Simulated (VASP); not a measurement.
# Pb (Fm-3m) in VASP: notebook

Runs on Pb. Level: HSE06. Tasks: single point.

All numbers are computed with VASP 6.6.1; they aren't measurements. Logs are shortened: lines on timing, memory, paths and dates and some standing lists are left out, and cuts for length are marked.

### Step 1. The cell of the first run

Symmetry: Fm-3m, No. 225, cubic system. Conventional cell: a = 5.096 Å, b = 5.096 Å, c = 5.096 Å, α = 90.00°, β = 90.00°, γ = 90.00°. Within 4.7 Å of Pb (site symmetry m-3m) lie 12 Pb at 3.60 Å.

### Step 2. Single point, HSE06

The input, POSCAR:

```
Pb
1.0
    0.0000000000      2.5480959006      2.5480959006
    2.5480959006      0.0000000000      2.5480959006
    2.5480959006      2.5480959006      0.0000000000
Pb
1
Direct
    0.0000000000      0.0000000000      0.0000000000
```

The input, INCAR.step1:

```
SYSTEM = Pb
ALGO = Normal ; EDIFF = 1E-5
ENCUT = 520 ; GGA = PE
ISIF = 2 ; ISMEAR = -1
LASPH = .True. ; LCHARG = .False.
LREAL = .False. ; LWAVE = .True.
NBANDS = 13 ; NELM = 100
PREC = Accurate ; SIGMA = 0.1
```

The input, INCAR.step2:

```
SYSTEM = Pb
ALGO = Normal ; EDIFF = 1E-6
ENCUT = 520 ; GGA = PE
HFSCREEN = 0.2079 ; ISIF = 2
ISMEAR = -1 ; ISTART = 1
LASPH = .True. ; LCHARG = .False.
LHFCALC = .True. ; LREAL = .False.
LWAVE = .False. ; NBANDS = 13
NELM = 100 ; PREC = Accurate
PRECFOCK = Normal ; SIGMA = 0.1
```

The input, KPOINTS:

```
k-points
0
Gamma
  6 6 6
  0 0 0
```

Potentials or basis: VASP PAW PBE potentials, release 64 (Pb_d).

The run is started by

```console
$ cat potpaw_PBE.64/Pb_d/POTCAR > POTCAR
$ cp INCAR.step1 INCAR
$ mpirun -np 1 vasp_std > vasp.out
$ cp INCAR.step2 INCAR
$ mpirun -np 1 vasp_std > vasp.out
```

OUTCAR:

```text
SYSTEM = Pb
   EDIFF = 1E-6
   ENCUT = 520
   GGA = PE
   HFSCREEN = 0.2079
   ISIF = 2
   ISMEAR = -1
   ISTART = 1
   LASPH = .True.
   LHFCALC = .True.
   LREAL = .False.
   NELM = 100
   PREC = Accurate
   PRECFOCK = Normal

 ion  position               nearest neighbor table
   1  0.000  0.000  0.000-

  LATTYP: Found a face centered cubic cell.
 ALAT       =     5.0961918012

  Lattice vectors:

 A1 = (   0.0000000000,   2.5480959006,   2.5480959006)
 A2 = (   2.5480959006,   0.0000000000,   2.5480959006)
 A3 = (   2.5480959006,   2.5480959006,   0.0000000000)

Analysis of symmetry for initial positions (statically):
=====================================================================
 Subroutine PRICEL returns:
 Original cell was already a primitive cell.

 Routine SETGRP: Setting up the symmetry group for a
 face centered cubic supercell.

 Subroutine GETGRP returns: Found 48 space group operations
 (whereof 48 operations were pure point group operations)
 out of a pool of 48 trial point group operations.

The static configuration has the point symmetry O_h .

Analysis of symmetry for dynamics (positions and initial velocities):
=====================================================================
 Subroutine PRICEL returns:
 Original cell was already a primitive cell.

 Routine SETGRP: Setting up the symmetry group for a
 face centered cubic supercell.

 Subroutine GETGRP returns: Found 48 space group operations
 (whereof 48 operations were pure point group operations)
 out of a pool of 48 trial point group operations.

The dynamic configuration has the point symmetry O_h .

 Subroutine INISYM returns: Found 48 space group operations
 (whereof 48 operations are pure point group operations),
 and found     1 'primitive' translations

----------------------------------------------------------------------------------------

                                     Primitive cell

  volume of cell :      33.0885

  direct lattice vectors                    reciprocal lattice vectors
     0.000000000  2.548095901  2.548095901    -0.196224954  0.196224954  0.196224954
     2.548095901  0.000000000  2.548095901     0.196224954 -0.196224954  0.196224954
     2.548095901  2.548095901  0.000000000     0.196224954  0.196224954 -0.196224954

  length of vectors
     3.603551781  3.603551781  3.603551781     0.339871589  0.339871589  0.339871589

  position of ions in fractional coordinates (direct lattice)
     0.000000000  0.000000000  0.000000000

  ion indices of the primitive-cell ions
   primitive index   ion index
                 1           1

----------------------------------------------------------------------------------------

 KPOINTS: k-points

Automatic generation of k-mesh.
 Grid dimensions read from file:
 generate k-points for:    6    6    6

 Generating k-lattice:

  Cartesian coordinates                     Fractional coordinates (reciprocal lattice)
    -0.032704159  0.032704159  0.032704159     0.166666667  0.000000000  0.000000000
     0.032704159 -0.032704159  0.032704159     0.000000000  0.166666667  0.000000000
     0.032704159  0.032704159 -0.032704159     0.000000000  0.000000000  0.166666667

  Length of vectors
     0.056645265  0.056645265  0.056645265

  Shift w.r.t. Gamma in fractional coordinates (k-lattice)
     0.000000000  0.000000000  0.000000000

 Subroutine IBZKPT returns following result:
 ===========================================

 Found     16 irreducible k-points:

 Following reciprocal coordinates:
            Coordinates               Weight
  0.000000  0.000000  0.000000      1.000000
  0.166667  0.000000  0.000000      8.000000
  0.333333  0.000000  0.000000      8.000000
  0.500000  0.000000  0.000000      4.000000
  0.166667  0.166667  0.000000      6.000000
  0.333333  0.166667  0.000000     24.000000
[... 8 lines left out ...]
 -0.333333  0.333333  0.166667     24.000000
 -0.333333  0.500000  0.166667     12.000000
   k-points           NKPTS =     16   k-points in BZ     NKDIM =    216   number of bands    NBANDS=     13
   number of dos      NEDOS =    301   number of ions     NIONS =      1
   total plane-waves  NPLWV =  21952
   dimension x,y,z NGX =    28 NGY =   28 NGZ =   28
   dimension x,y,z NGXF=    56 NGYF=   56 NGZF=   56
   ions per type =               1
   NGX,Y,Z   is equivalent  to a cutoff of  12.92, 12.92, 12.92 a.u.
   NGXF,Y,Z  is equivalent  to a cutoff of  25.83, 25.83, 25.83 a.u.
 SYSTEM =  Pb
   PREC   = accura    normal or accurate (medium, high low for compatibility)
   ISTART =      1    job   : 0-new  1-cont  2-samecut
   ICHARG =      0    charge: 1-file 2-atom 10-const
   ISPIN  =      1    spin polarized calculation?
   LNONCOLLINEAR =      F non collinear calculations
   LSORBIT =      F    spin-orbit coupling
   LASPH  =      T    aspherical Exc in radial PAW
   ENCUT  =  520.0 eV  38.22 Ry    6.18 a.u.   6.70  6.70  6.70*2*pi/ulx,y,z
   NELM   =    100;   NELMIN=  2; NELMDL=  0     # of ELM steps
   EDIFF  = 0.1E-05   stopping-criterion for ELM
   LREAL  =      F    real-space projection
   EDIFFG = 0.1E-04   stopping-criterion for IOM
   NSW    =      0    number of steps for IOM
   IBRION =     -1    ionic relax: 0-MD 1-quasi-New 2-CG
   NFREE  =      0    steps in history (QN), initial steepest desc. (CG)
   ISIF   =      2    stress and relaxation
   ISYM   =      3    0-nonsym 1-usesym 2-fastsym
   POTIM  = 0.5000    time-step for ionic-motion
   TEBEG  =    0.0;   TEEND  =   0.0 temperature during run
   PSTRESS=    0.0 pullay stress
   NELECT =      14.0000    total number of electrons
   NUPDOWN=      -1.0000    fix difference up-down
   EMIN   =  10.00;   EMAX   =-10.00  energy-range for DOS
   EFERMI =   0.00;   METHOD = LEGACY
   ISMEAR =    -1;   SIGMA  =   0.10  broadening in eV -4-tet -1-fermi 0-gaus
   EFERMI_NEDOS =   21; number of points for ismear=-14 and -15
   IALGO  =     38    algorithm
   IMIX   =      1    mixing-type and parameters
     AMIX     =   0.40;   BMIX     =  1.00
     AMIX_MAG =   1.60;   BMIX_MAG =  1.00
  volume/ion in A,a.u.               =      33.09       223.29
  Fermi-wavevector in a.u.,A,eV,Ry     =   1.229018  2.322508 20.551415  1.510486
  Thomas-Fermi vector in A             =   2.363922
   LORBIT       =      0    0 simple, 1 ext, 2 COOP (PROOUT), +10 PAW based schemes
   GGA     = PE    functional components
   LHFCALC =     T    Hartree Fock is set to
   PRECFOCK=normal    Normal, Fast or Accurate (Low or Medium for compatibility)
   ENCUT4O =  -1.0   cutoff for four orbital integrals eV
   NKREDX  =     1    reduce k-point grid by
   NKREDY  =     1    reduce k-point grid by
   NKREDZ  =     1    reduce k-point grid by
   AEXX    =    0.2500 exact exchange contribution
   HFSCREEN=    0.2079 screening length (either q_TF or 0.3 A-1)
   HFSCREENC=   0.2079 screening length for correlation (either q_TF or 0.3 A-1)
   ENCUTFOCK=  -1.0 apply spherical cutoff to Coloumb kernel
   IVDW    =     0    specifies the selected vdW correction
   LEPSILON=     F    determine dielectric tensor
   LRPA    =     F    only Hartree local field effects (RPA)
 non-spin polarized calculation
  energy-cutoff  :      520.00
  volume of cell :       33.09
 maximum number of plane-waves:       911
  NGX = 24; NGY = 24; NGZ = 24

 number of electron      14.0000000 magnetization

 Free energy of the ion-electron system (eV)
  ---------------------------------------------------
  ext. energy  EPLUGINS =         0.00000000
  ---------------------------------------------------
  free energy    TOTEN  =        -3.98674632 eV

  energy without entropy =       -3.95078581  energy(sigma->0) =       -3.96876606

 E-fermi :   6.4027     XC(G=0):  -8.1188

 val. band max:        6.2795717012   @ k =  -0.3333   0.3333   0.1667
 cond. band min:       6.4212540839   @ k =   0.3333   0.1667   0.0000
 fundamental gap:      0.1416823827
 Fermi energy:         6.4026570742

 k-point     1 :       0.0000    0.0000    0.0000
  band No.  band energies     occupation
      1     -12.6594      2.00000
      2     -12.6594      2.00000
      3     -12.6594      2.00000
      4     -12.5488      2.00000
      5     -12.5488      2.00000
      6      -6.1871      2.00000
      7      13.7523      0.00000
      8      13.7523      0.00000
      9      13.7523      0.00000
     10      16.6564      0.00000
     11      17.2608      0.00000
     12      18.8373      0.00000
     13      18.8373      0.00000

 k-point     2 :       0.1667    0.0000    0.0000
  band No.  band energies     occupation
      1     -12.6606      2.00000
      2     -12.6357      2.00000
      3     -12.6357      2.00000
      4     -12.5439      2.00000
      5     -12.5439      2.00000
      6      -5.6402      2.00000
      7       9.6037      0.00000
      8      13.1890      0.00000
      9      13.1890      0.00000
     10      15.7661      0.00000
     11      19.2313      0.00000
     12      19.4140      0.00000
     13      19.5306      0.00000

 k-point     3 :       0.3333    0.0000    0.0000
  band No.  band energies     occupation
      1     -12.6697      2.00000
      2     -12.6386      2.00000
      3     -12.6386      2.00000
      4     -12.4821      2.00000
      5     -12.4821      2.00000
      6      -4.0650      2.00000
      7       4.6669      2.00000
      8      12.3378      0.00000
      9      12.3378      0.00000
     10      15.3814      0.00000
     11      17.1463      0.00000
     12      18.1502      0.00000
     13      18.1502      0.00000
[... 177 lines left out ...]
 k-point    15 :      -0.3333    0.3333    0.1667
  band No.  band energies     occupation
      1     -12.6614      2.00000
      2     -12.6278      2.00000
      3     -12.5547      2.00000
      4     -12.5242      2.00000
      5     -12.4381      2.00000
      6      -1.5690      2.00000
      7       3.6189      2.00000
      8       6.2796      1.54794
      9       8.4588      0.00000
     10      15.9036      0.00000
     11      17.7426      0.00000
     12      20.6543      0.00000
     13      20.7335      0.00000

 k-point    16 :      -0.3333    0.5000    0.1667
  band No.  band energies     occupation
      1     -12.7022      2.00000
      2     -12.6689      2.00000
      3     -12.5133      2.00000
      4     -12.4893      2.00000
      5     -12.4116      2.00000
      6      -1.0777      2.00000
      7       3.8220      2.00000
      8       6.2751      1.56329
      9       7.0109      0.00456
     10      15.2059      0.00000
     11      16.1962      0.00000
     12      21.4081      0.00000
     13      21.5297      0.00000

------------------------ aborting loop because EDIFF is reached ----------------------------------------

  FORCE on cell =-STRESS in cart. coord.  units (eV):
  Direction    XX          YY          ZZ          XY          YZ          ZX
  --------------------------------------------------------------------------------------
  -------------------------------------------------------------------------------------
  Total       -0.3045808     -0.3045808     -0.3045808      0.0000000      0.0000000     -0.0000000
  in kB      -14.7480931    -14.7480931    -14.7480931      0.0000000      0.0000000     -0.0000000
  external PRESSURE =     -14.7480931 kB  Pullay stress =       0.0000000 kB

 VOLUME and BASIS-vectors are now :
 -----------------------------------------------------------------------------
  energy-cutoff  :      520.00
  volume of cell :       33.09
      direct lattice vectors                 reciprocal lattice vectors
     0.000000000  2.548095901  2.548095901    -0.196224954  0.196224954  0.196224954
     2.548095901  0.000000000  2.548095901     0.196224954 -0.196224954  0.196224954
     2.548095901  2.548095901  0.000000000     0.196224954  0.196224954 -0.196224954

 POSITION                                       TOTAL-FORCE (eV/Angst)
 -----------------------------------------------------------------------------------
      0.00000      0.00000      0.00000         0.000000      0.000000     -0.000000
 -----------------------------------------------------------------------------------
    total drift:                               -0.000000     -0.000000     -0.000000

  FREE ENERGIE OF THE ION-ELECTRON SYSTEM (eV)
  ---------------------------------------------------
  free  energy   TOTEN  =        -3.9867463187 eV

  energy  without entropy=       -3.9507858063  energy(sigma->0) =       -3.96876606
```

Wall time 38 min (1 thread of Oxide Virtual Turin-like, shared host); peak memory 0.25 GiB.

What came out:

```yaml
Free_energy: -3.9867 eV
Pressure: -1.5 GPa
Band_gap_on_the_k_mesh: zero (bands 7 and 8 overlap by 9.04 eV)
```

Levels at points of the mesh, in eV from the Fermi level:
```
           k point  band 4  band 5  band 6  band 7  band 8  band 9  band 10  band 11
(0.00, 0.00, 0.00)  -18.95  -18.95  -12.59    7.35    7.35    7.35    10.25    10.86
(0.50, 0.00, 0.00)  -18.84  -18.84   -8.97   -4.44    5.58    5.58     9.21     9.67
(0.50, 0.50, 0.00)  -18.81  -18.81   -7.56   -3.50    2.13    2.13     5.39     6.65
```

Caveat: the PAW data sets were made with another functional, which shifts forces and pressure a little; spin-orbit coupling is left out, which moves the levels of the heavy elements.

### Step 3. Single point, HSE06

POSCAR is that of step 2.

The input, INCAR.step1:

```
ALGO     = Normal         # electronic algorithm
EDIFF    = 1E-5           # SCF threshold, eV
ENCUT    = 520            # plane-wave cutoff, eV
GGA      = PE             # functional
ISIF     = 2              # what is computed and relaxed
ISMEAR   = -1             # smearing method
LASPH    = T              # aspherical terms in the spheres
LCHARG   = F              # write CHGCAR
LREAL    = F              # projectors in reciprocal space
LWAVE    = T              # write WAVECAR
NBANDS   = 13             # bands
NELM     = 80             # most SCF steps
PREC     = Accurate       # precision mode
SIGMA    = 0.1            # smearing width, eV
```

The input, INCAR.step2:

```
ALGO     = Normal         # electronic algorithm
EDIFF    = 1E-6           # SCF threshold, eV
ENCUT    = 520            # plane-wave cutoff, eV
GGA      = PE             # functional
HFSCREEN = 0.2079         # screening, 1/A
ISIF     = 2              # what is computed and relaxed
ISMEAR   = -1             # smearing method
ISTART   = 1            
LASPH    = T              # aspherical terms in the spheres
LCHARG   = F              # write CHGCAR
LHFCALC  = T              # exact exchange
LREAL    = F              # projectors in reciprocal space
LWAVE    = F              # write WAVECAR
NBANDS   = 13             # bands
NELM     = 80             # most SCF steps
PREC     = Accurate       # precision mode
PRECFOCK = Normal       
SIGMA    = 0.1            # smearing width, eV
```

The input, KPOINTS:

```
k-points
0
Gamma
  6 6 6
```

Potentials or basis: VASP PAW PBE potentials, release 64 (Pb_d).

The run is started by

```console
$ cat potpaw_PBE.64/Pb_d/POTCAR > POTCAR
$ cp INCAR.step1 INCAR
$ mpirun -np 1 vasp_std > vasp.out
$ cp INCAR.step2 INCAR
$ mpirun -np 1 vasp_std > vasp.out
```

Wall time 47 min (1 thread of Oxide Virtual Turin-like, shared host); peak memory 0.25 GiB.

The run converged. Its results:

```
Free energy            : -3.9867 eV
Pressure               : -1.5 GPa
Band gap on the k mesh : zero (bands 7 and 8 overlap by 9.04 eV)
```

Levels at points of the mesh, in eV from the Fermi level:
```
           k point  band 4  band 5  band 6  band 7  band 8  band 9  band 10  band 11
(0.00, 0.00, 0.00)  -18.95  -18.95  -12.59    7.35    7.35    7.35    10.25    10.86
(0.50, 0.00, 0.00)  -18.84  -18.84   -8.97   -4.44    5.58    5.58     9.21     9.67
(0.50, 0.50, 0.00)  -18.81  -18.81   -7.56   -3.50    2.13    2.13     5.39     6.65
```

Caveat: the PAW data sets were made with another functional, which shifts forces and pressure a little; spin-orbit coupling is left out, which moves the levels of the heavy elements.
